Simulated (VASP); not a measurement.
# La2O3 (P-3m1) in VASP: notebook

Runs on La2O3. Level: PBE. Tasks: single point.

Program: VASP 6.6.1. These are calculated values, not measurements. Logs are shortened: lines on timing, memory, paths and dates and some standing lists are left out, and cuts for length are marked.

## (1) The cell of the first run

The structure is trigonal, space group P-3m1 (No. 164). The conventional cell has a = 3.767 Å, b = 3.767 Å, c = 5.857 Å, α = 90.00°, β = 90.00°, γ = 120.00°. La (site symmetry 3m) has 7 O at 2.26 to 2.61 Å within 3.0 Å. O (site symmetry 3m) has 4 La at 2.26 to 2.34 Å and 3 O at 2.77 Å within 3.0 Å. Within 3.4 Å of O (site symmetry -3m) lie 6 La at 2.61 Å and 6 O at 3.01 Å.

## (2) Single point, PBE

Input file INCAR:

```
SYSTEM = La2O3
ALGO = Normal
EDIFF = 1E-7
ENCUT = 520
GGA = PE
ISIF = 2
ISMEAR = 0
LASPH = .TRUE.
LCHARG = .FALSE.
LREAL = .FALSE.
LWAVE = .FALSE.
NBANDS = 28
NELM = 100
PREC = Accurate
SIGMA = 0.01
```

Input file KPOINTS:

```
k-points
0
G
  6 6 4
  0 0 0
```

Input file POSCAR:

```
La2O3
1.0
    3.7668034691      0.0000000000      0.0000000000
   -1.8834017346      3.2621423813      0.0000000000
    0.0000000000      0.0000000000      5.8569837191
La O
2 3
Direct
    0.6666666667      0.3333333333      0.7537600000
    0.3333333333      0.6666666667      0.2462400000
    0.6666666667      0.3333333333      0.3541100000
    0.3333333333      0.6666666667      0.6458900000
    0.0000000000      0.0000000000      0.0000000000
```

Potentials or basis: VASP PAW PBE potentials, release 64 (La, O).

Command:

```sh
cat potpaw_PBE.64/La/POTCAR potpaw_PBE.64/O/POTCAR > POTCAR
mpirun -np 1 vasp_std > vasp.out
```

OUTCAR:

```text
SYSTEM = La2O3
   EDIFF = 1E-7
   ENCUT = 520
   GGA = PE
   ISIF = 2
   ISMEAR = 0
   LASPH = .TRUE.
   LREAL = .FALSE.
   NELM = 100
   PREC = Accurate

 ion  position               nearest neighbor table
   1  0.667  0.333  0.754-   4 2.26   4 2.26   4 2.26   3 2.34   5 2.61   5 2.61   5 2.61   2 3.61
                             2 3.61   2 3.61   2 3.68   2 3.68   2 3.68
   2  0.333  0.667  0.246-   3 2.26   3 2.26   3 2.26   4 2.34   5 2.61   5 2.61   5 2.61   1 3.61
                             1 3.61   1 3.61   1 3.68   1 3.68   1 3.68
   3  0.667  0.333  0.354-   2 2.26   2 2.26   2 2.26   1 2.34
   4  0.333  0.667  0.646-   1 2.26   1 2.26   1 2.26   2 2.34
   5  0.000  0.000  0.000-   2 2.61   1 2.61   2 2.61   1 2.61   1 2.61   2 2.61

  LATTYP: Found a hexagonal cell.
 ALAT       =     3.7668034691
 C/A-ratio  =     1.5548949573

  Lattice vectors:

 A1 = (   3.7668034691,   0.0000000000,   0.0000000000)
 A2 = (  -1.8834017346,   3.2621423813,   0.0000000000)
 A3 = (   0.0000000000,   0.0000000000,   5.8569837191)

Analysis of symmetry for initial positions (statically):
=====================================================================
 Subroutine PRICEL returns:
 Original cell was already a primitive cell.

 Routine SETGRP: Setting up the symmetry group for a
 hexagonal supercell.

 Subroutine GETGRP returns: Found 12 space group operations
 (whereof 12 operations were pure point group operations)
 out of a pool of 24 trial point group operations.

The static configuration has the point symmetry D_3d.

Analysis of symmetry for dynamics (positions and initial velocities):
=====================================================================
 Subroutine PRICEL returns:
 Original cell was already a primitive cell.

 Routine SETGRP: Setting up the symmetry group for a
 hexagonal supercell.

 Subroutine GETGRP returns: Found 12 space group operations
 (whereof 12 operations were pure point group operations)
 out of a pool of 24 trial point group operations.

The dynamic configuration has the point symmetry D_3d.

 Subroutine INISYM returns: Found 12 space group operations
 (whereof 12 operations are pure point group operations),
 and found     1 'primitive' translations

----------------------------------------------------------------------------------------

                                     Primitive cell

  volume of cell :      71.9697

  direct lattice vectors                    reciprocal lattice vectors
     3.766803469  0.000000000  0.000000000     0.265477084  0.153273506  0.000000000
    -1.883401735  3.262142381  0.000000000     0.000000000  0.306547012  0.000000000
     0.000000000  0.000000000  5.856983719     0.000000000  0.000000000  0.170736346

  length of vectors
     3.766803469  3.766799040  5.856983719     0.306546652  0.306547012  0.170736346

  position of ions in fractional coordinates (direct lattice)
     0.666666667  0.333333333  0.753760000
     0.333333333  0.666666667  0.246240000
     0.666666667  0.333333333  0.354110000
     0.333333333  0.666666667  0.645890000
     0.000000000  0.000000000  0.000000000

  ion indices of the primitive-cell ions
   primitive index   ion index
                 1           1
                 2           2
                 3           3
                 4           4
                 5           5

----------------------------------------------------------------------------------------

 KPOINTS: k-points

Automatic generation of k-mesh.
 Grid dimensions read from file:
 generate k-points for:    6    6    4

 Generating k-lattice:

  Cartesian coordinates                     Fractional coordinates (reciprocal lattice)
     0.044246181  0.025545584  0.000000000     0.166666667  0.000000000  0.000000000
     0.000000000  0.051091169  0.000000000     0.000000000  0.166666667  0.000000000
     0.000000000  0.000000000  0.042684087     0.000000000  0.000000000  0.250000000

  Length of vectors
     0.051091109  0.051091169  0.042684087

  Shift w.r.t. Gamma in fractional coordinates (k-lattice)
     0.000000000  0.000000000  0.000000000

 Subroutine IBZKPT returns following result:
 ===========================================

 Found     24 irreducible k-points:

 Following reciprocal coordinates:
            Coordinates               Weight
  0.000000  0.000000  0.000000      1.000000
  0.166667 -0.000000  0.000000      6.000000
  0.333333 -0.000000  0.000000      6.000000
  0.500000  0.000000  0.000000      3.000000
  0.166667  0.166667  0.000000      6.000000
  0.333333  0.166667  0.000000     12.000000
[... 16 lines left out ...]
  0.333333  0.166667  0.500000     12.000000
  0.333333  0.333333  0.500000      2.000000
   k-points           NKPTS =     24   k-points in BZ     NKDIM =     24   number of bands    NBANDS=     28
   number of dos      NEDOS =    301   number of ions     NIONS =      5
   total plane-waves  NPLWV =  37632
   dimension x,y,z NGX =    28 NGY =   28 NGZ =   48
   dimension x,y,z NGXF=    56 NGYF=   56 NGZF=   96
   ions per type =               2   3
   NGX,Y,Z   is equivalent  to a cutoff of  12.36, 12.36, 13.62 a.u.
   NGXF,Y,Z  is equivalent  to a cutoff of  24.72, 24.72, 27.25 a.u.
 SYSTEM =  La2O3
   PREC   = accura    normal or accurate (medium, high low for compatibility)
   ISTART =      0    job   : 0-new  1-cont  2-samecut
   ICHARG =      2    charge: 1-file 2-atom 10-const
   ISPIN  =      1    spin polarized calculation?
   LNONCOLLINEAR =      F non collinear calculations
   LSORBIT =      F    spin-orbit coupling
   LASPH  =      T    aspherical Exc in radial PAW
   ENCUT  =  520.0 eV  38.22 Ry    6.18 a.u.   7.00  7.00 10.89*2*pi/ulx,y,z
   NELM   =    100;   NELMIN=  2; NELMDL= -5     # of ELM steps
   EDIFF  = 0.1E-06   stopping-criterion for ELM
   LREAL  =      F    real-space projection
   EDIFFG = 0.1E-05   stopping-criterion for IOM
   NSW    =      0    number of steps for IOM
   IBRION =     -1    ionic relax: 0-MD 1-quasi-New 2-CG
   NFREE  =      0    steps in history (QN), initial steepest desc. (CG)
   ISIF   =      2    stress and relaxation
   ISYM   =      2    0-nonsym 1-usesym 2-fastsym
   POTIM  = 0.5000    time-step for ionic-motion
   TEBEG  =    0.0;   TEEND  =   0.0 temperature during run
   PSTRESS=    0.0 pullay stress
   NELECT =      40.0000    total number of electrons
   NUPDOWN=      -1.0000    fix difference up-down
   EMIN   =  10.00;   EMAX   =-10.00  energy-range for DOS
   EFERMI =   0.00;   METHOD = LEGACY
   ISMEAR =     0;   SIGMA  =   0.01  broadening in eV -4-tet -1-fermi 0-gaus
   EFERMI_NEDOS =   21; number of points for ismear=-14 and -15
   IALGO  =     38    algorithm
   IMIX   =      4    mixing-type and parameters
     AMIX     =   0.40;   BMIX     =  1.00
     AMIX_MAG =   1.60;   BMIX_MAG =  1.00
  volume/ion in A,a.u.               =      14.39        97.14
  Fermi-wavevector in a.u.,A,eV,Ry     =   1.345999  2.543570 24.649870  1.811714
  Thomas-Fermi vector in A             =   2.473867
   LORBIT       =      0    0 simple, 1 ext, 2 COOP (PROOUT), +10 PAW based schemes
   GGA     = PE    functional components
   LHFCALC =     F    Hartree Fock is set to
   AEXX    =    0.0000 exact exchange contribution
   IVDW    =     0    specifies the selected vdW correction
   LEPSILON=     F    determine dielectric tensor
   LRPA    =     F    only Hartree local field effects (RPA)
 non-spin polarized calculation
 Gauss-broadening in eV      SIGMA  =   0.01
  energy-cutoff  :      520.00
  volume of cell :       71.97
 maximum number of plane-waves:      1956
   NGX = 13   NGY = 13   NGZ = 21

 number of electron      39.9999991 magnetization

 Free energy of the ion-electron system (eV)
  ---------------------------------------------------
  ext. energy  EPLUGINS =         0.00000000
  ---------------------------------------------------
  free energy    TOTEN  =       -41.08214968 eV

  energy without entropy =      -41.08214968  energy(sigma->0) =      -41.08214968

 E-fermi :   7.5348     XC(G=0): -11.1166

 val. band max:        7.4019159595   @ k =   0.3333   0.3333   0.0000
 cond. band min:      11.2246392012   @ k =   0.3333   0.3333   0.0000
 fundamental gap:      3.8227232417
 Fermi energy:         7.5347890952

 k-point     1 :       0.0000    0.0000    0.0000
  band No.  band energies     occupation
      1     -22.1739      2.00000
      2     -21.7331      2.00000
      3     -10.2173      2.00000
      4      -8.7687      2.00000
      5      -8.1071      2.00000
      6      -5.5661      2.00000
[... 20 lines left out ...]
     27      13.4039      0.00000
     28      13.7387      0.00000

 k-point     2 :       0.1667   -0.0000    0.0000
  band No.  band energies     occupation
      1     -22.0911      2.00000
      2     -21.6980      2.00000
      3     -10.2080      2.00000
      4      -9.3314      2.00000
      5      -8.5325      2.00000
      6      -5.7326      2.00000
[... 20 lines left out ...]
     27      13.5696      0.00000
     28      13.6638      0.00000

 k-point     3 :       0.3333   -0.0000    0.0000
  band No.  band energies     occupation
      1     -21.9028      2.00000
      2     -21.6421      2.00000
      3     -10.4377      2.00000
      4     -10.2289      2.00000
      5      -8.6711      2.00000
      6      -6.0131      2.00000
[... 20 lines left out ...]
     27      13.4666      0.00000
     28      13.4957      0.00000

 k-point     4 :       0.5000    0.0000    0.0000
  band No.  band energies     occupation
      1     -21.7810      2.00000
      2     -21.6371      2.00000
      3     -10.6465      2.00000
      4     -10.6160      2.00000
      5      -8.4493      2.00000
      6      -6.4718      2.00000
[... 578 lines left out ...]
     27      13.4308      0.00000
     28      13.5481      0.00000

 k-point    23 :       0.3333    0.1667    0.5000
  band No.  band energies     occupation
      1     -21.7235      2.00000
      2     -21.6936      2.00000
      3     -10.7771      2.00000
      4     -10.5762      2.00000
      5      -8.5641      2.00000
      6      -6.1992      2.00000
[... 20 lines left out ...]
     27      13.4361      0.00000
     28      13.4495      0.00000

 k-point    24 :       0.3333    0.3333    0.5000
  band No.  band energies     occupation
      1     -21.6754      2.00000
      2     -21.6754      2.00000
      3     -10.7457      2.00000
      4     -10.7457      2.00000
      5      -8.8761      2.00000
      6      -6.4979      2.00000
[... 20 lines left out ...]
     27      13.4099      0.00000
     28      13.4632      0.00000

------------------------ aborting loop because EDIFF is reached ----------------------------------------

  FORCE on cell =-STRESS in cart. coord.  units (eV):
  Direction    XX          YY          ZZ          XY          YZ          ZX
  --------------------------------------------------------------------------------------
  -------------------------------------------------------------------------------------
  Total       11.7669442     11.7669073      9.4968625     -0.0000000      0.0000000      0.0000000
  in kB      261.9536083    261.9527870    211.4174549     -0.0000000      0.0000000      0.0000000
  external PRESSURE =     245.1079501 kB  Pullay stress =       0.0000000 kB

 VOLUME and BASIS-vectors are now :
 -----------------------------------------------------------------------------
  energy-cutoff  :      520.00
  volume of cell :       71.97
      direct lattice vectors                 reciprocal lattice vectors
     3.766803469  0.000000000  0.000000000     0.265477084  0.153273506  0.000000000
    -1.883401735  3.262142381  0.000000000     0.000000000  0.306547012  0.000000000
     0.000000000  0.000000000  5.856983719     0.000000000  0.000000000  0.170736346

 POSITION                                       TOTAL-FORCE (eV/Angst)
 -----------------------------------------------------------------------------------
      1.88340      1.08738      4.41476        -0.000000      0.000000      1.139158
     -0.00000      2.17476      1.44222        -0.000000      0.000000     -1.139158
      1.88340      1.08738      2.07402         0.000000      0.000000      0.152055
     -0.00000      2.17476      3.78297        -0.000000     -0.000000     -0.152055
      0.00000      0.00000      0.00000        -0.000000     -0.000000      0.000000
 -----------------------------------------------------------------------------------
    total drift:                               -0.000000     -0.000000      0.000000

  FREE ENERGIE OF THE ION-ELECTRON SYSTEM (eV)
  ---------------------------------------------------
  free  energy   TOTEN  =       -41.0821496823 eV

  energy  without entropy=      -41.0821496823  energy(sigma->0) =      -41.08214968
```

Run time: 33 s. Hardware: 1 thread of Intel Xeon 6975P-C (Granite Rapids), shared host; peak memory 0.21 GiB.

Results:

| Quantity | Value |
| --- | --- |
| Free energy | -41.0821 eV |
| Pressure | 24.5 GPa |
| Largest force | 1.139 eV/Å |
| Band gap on the k mesh | 3.82 eV, direct |

Forces in eV/Å, atoms in the order of the input:
```
La   0.000  0.000  1.139
La   0.000  0.000 -1.139
O    0.000  0.000  0.152
O    0.000  0.000 -0.152
O    0.000  0.000  0.000
```

Levels at points of the mesh, in eV from the valence-band top:
| k point | band 18 | band 19 | band 20 | band 21 | band 22 | band 23 |
| --- | --- | --- | --- | --- | --- | --- |
| (0.00, 0.00, 0.00) | -0.61 | -0.61 | -0.36 | 4.55 | 4.81 | 4.81 |
| (0.50, 0.00, 0.00) | -0.79 | -0.43 | -0.37 | 3.96 | 5.03 | 5.70 |
| (0.00, 0.00, 0.50) | -1.08 | -0.43 | -0.43 | 5.02 | 5.06 | 5.06 |
| (0.50, 0.00, 0.50) | -0.86 | -0.39 | -0.02 | 4.68 | 4.84 | 5.53 |

Caveat: spin-orbit coupling is left out, which moves the levels of the heavy elements; forces of over 1 eV/Å act on the atoms, so gaps and moduli don't describe the material at rest.

(Part 1 of 2 ends here.)
